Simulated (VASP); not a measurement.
A run of VASP 6.6.1 is set up as follows.

File INCAR:

```
PREC     = Accurate       # precision mode
ENCUT    = 520            # plane-wave cutoff, eV
EDIFF    = 1E-8           # SCF threshold, eV
ISMEAR   = 0              # smearing method
SIGMA    = 0.01           # smearing width, eV
LREAL    = F              # projectors in reciprocal space
LASPH    = T              # aspherical terms in the spheres
NELM     = 80             # most SCF steps
ALGO     = Normal         # electronic algorithm
ISIF     = 2              # what is computed and relaxed
LWAVE    = F              # write WAVECAR
LCHARG   = F              # write CHGCAR
GGA      = PS             # functional
IBRION   = 8              # ionic algorithm
NSW      = 1              # ionic steps
LEPSILON = T              # dielectric tensor by DFPT
```

Contents of KPOINTS:

```
Automatic mesh
0
Gamma
  6 6 6
```

The input POSCAR:

```
NaCl
1.0
    0.0000000000      3.0881584919      3.0881584919
    3.0881584919      0.0000000000      3.0881584919
    3.0881584919      3.0881584919      0.0000000000
Na Cl
1 1
Direct
    0.0000000000      0.0000000000      0.0000000000
    0.2500000000      0.2500000000      0.2500000000
```

Potentials or basis: VASP PAW PBE potentials, release 64 (Na_pv, Cl).

The run is started by

```console
$ cat potpaw_PBE.64/Na_pv/POTCAR potpaw_PBE.64/Cl/POTCAR > POTCAR
$ mpirun -np 1 vasp_std > vasp.out
```

Task: Estimate the electronic dielectric tensor (diagonal).

Result: 2.12.

Task: What does it give for the Born charges (mean of the diagonal)?

Result: Na +1.00; Cl -1.00 e.

Task: Estimate the highest phonon frequency at Γ, LO-TO splitting left out.

Result: 194 cm⁻¹.

Phonon frequencies in cm⁻¹ (negative: imaginary):
| q point | frequencies |
| --- | --- |
| (0.000, 0.000, 0.000) | -1 -1 -1 194 194 194 |

Caveat: the structure was generated, so it needn't be the stable form of NaCl.
